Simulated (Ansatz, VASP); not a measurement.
**Te in VASP and in Ansatz**

INCAR

```
PREC = Accurate ; ENCUT = 520
EDIFF = 1E-6 ; ISMEAR = -1
SIGMA = 0.1 ; LREAL = False
LASPH = True ; NELM = 100
ALGO = Normal ; ISIF = 2
LWAVE = False ; LCHARG = False
GGA = B5 ; ALDAX = 1.0
AGGAX = 1.0 ; AGGAC = 1.0
ALDAC = 0.0 ; NBANDS = 9
```

The input KPOINTS:

```
Automatic mesh
0
Gamma
  12 12 12
```

Contents of POSCAR:

```
Te
1.0
    0.0000000000      2.5535470386      2.5535470386
    2.5535470386      0.0000000000      2.5535470386
    2.5535470386      2.5535470386      0.0000000000
Te
1
Direct
    0.0000000000      0.0000000000      0.0000000000
```

Input for Ansatz:

```yaml
crystal:
  lattice:
    - [0.0, 2.5535470386, 2.5535470386]
    - [2.5535470386, 0.0, 2.5535470386]
    - [2.5535470386, 2.5535470386, 0.0]
  atoms:
    - { symbol: Te, position: [0.0, 0.0, 0.0] }
hamiltonian:
  xc: blyp
  pseudopotentials:
    kind: paw
    azcp:
      Te: "pseudopotentials/Te.paw.azcp"
basis:
  ecutwfc: 420
  fft_grid_basis: typed
kpoints:
  mp_grid: { grid: [12, 12, 12], shift: [0, 0, 0] }
magnetization:
  spin_polarized: false
scf:
  occupations: { method: fermi_dirac, width: 0.1 }
  lower_state_search: "off"
output:
  stress: true
  write_density: true
  write_potential: true
  elf: true
  volumetric_format: npy
```

Alike in both runs: task single point; functional BLYP; k mesh 12 × 12 × 12; occupations fermi-dirac, width 0.1 eV; no spin polarisation.

```csv
,VASP,Ansatz
version,VASP 6.6.1,Ansatz 0.2.0
potentials or method,"VASP PAW PBE potentials, release 64 (Te), cutoff 520 eV","plane waves (420 eV) with PAW, scalar-relativistic"
valence electrons in the cell,6,16
```

Ansatz gave:

```
pressure (GPa) : -1.3
```

Problem. Which values does VASP return?

Solution. Pressure (GPa): -1.2.

VASP's potentials were made for PBE, not for BLYP. VASP's potentials hold 6 valence electrons a cell and Ansatz's 16, so a difference there can come from the potentials and not from the codes.

Neither program's run includes spin-orbit coupling.
